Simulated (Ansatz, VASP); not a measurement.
MgO in VASP and in Ansatz

POSCAR

```
MgO
1.0
    0.0000000000      2.1905000000      2.1905000000
    2.1905000000      0.0000000000      2.1905000000
    2.1905000000      2.1905000000      0.0000000000
Mg O
1 1
Direct
    0.0000000000      0.0000000000      0.0000000000
    0.5000000000      0.5000000000      0.5000000000
```

Contents of INCAR.step1:

```
SYSTEM = MgO
  PREC = Accurate
  ENCUT = 520
  ISMEAR = 0
  SIGMA = 0.01
  LREAL = .FALSE.
  LASPH = .TRUE.
  NELM = 100
  NBANDS = 11
  GGA = PE
  ALGO = Normal
  EDIFF = 1E-4
  LWAVE = .TRUE.
  LCHARG = .FALSE.
```

INCAR.step2

```
SYSTEM = MgO
  PREC = Accurate
  ENCUT = 520
  EDIFF = 1E-6
  ISMEAR = 0
  SIGMA = 0.01
  LREAL = .FALSE.
  LASPH = .TRUE.
  NELM = 100
  ALGO = Normal
  ISIF = 2
  LWAVE = .FALSE.
  LCHARG = .TRUE.
  METAGGA = R2SCAN
  LMIXTAU = .TRUE.
  LELF = .TRUE.
  LVHAR = .TRUE.
  NBANDS = 11
  ISTART = 1
```

Contents of KPOINTS:

```
Automatic mesh
0
G
  8 8 8
  0 0 0
```

Input for Ansatz:

```yaml
crystal:
  lattice:
    - [0.0, 2.1905, 2.1905]
    - [2.1905, 0.0, 2.1905]
    - [2.1905, 2.1905, 0.0]
  atoms:
    - { symbol: Mg, position: [0.0, 0.0, 0.0] }
    - { symbol: O, position: [0.5, 0.5, 0.5] }
hamiltonian:
  xc: r2scan
  pseudopotentials: { kind: paw }
basis:
  ecutwfc: 500
kpoints:
  mp_grid: { grid: [8, 8, 8] }
scf:
  occupations: { method: fixed }
  lower_state_search: "off"
  max_iter: 50
output:
  forces: true
  stress: true
```

Alike in both runs: task single point; functional r2SCAN; k mesh 8 × 8 × 8; no spin polarisation.

```csv
,VASP,Ansatz
version,VASP 6.6.1,Ansatz 0.2.0
potentials or method,"VASP PAW PBE potentials, release 64 (Mg, O), cutoff 520 eV","PAW, plane waves, scalar-relativistic"
occupations,"gaussian, width 0.01 eV",fixed
valence electrons in the cell,8,16
```

|  | VASP | Ansatz | Ansatz less VASP |
| --- | --- | --- | --- |
| pressure (GPa) | -17.0 | -16.0 | +1.02 |

VASP's potentials were made for PBE, not for r2SCAN. VASP's potentials hold 8 valence electrons a cell and Ansatz's 16, so a difference there can come from the potentials and not from the codes.
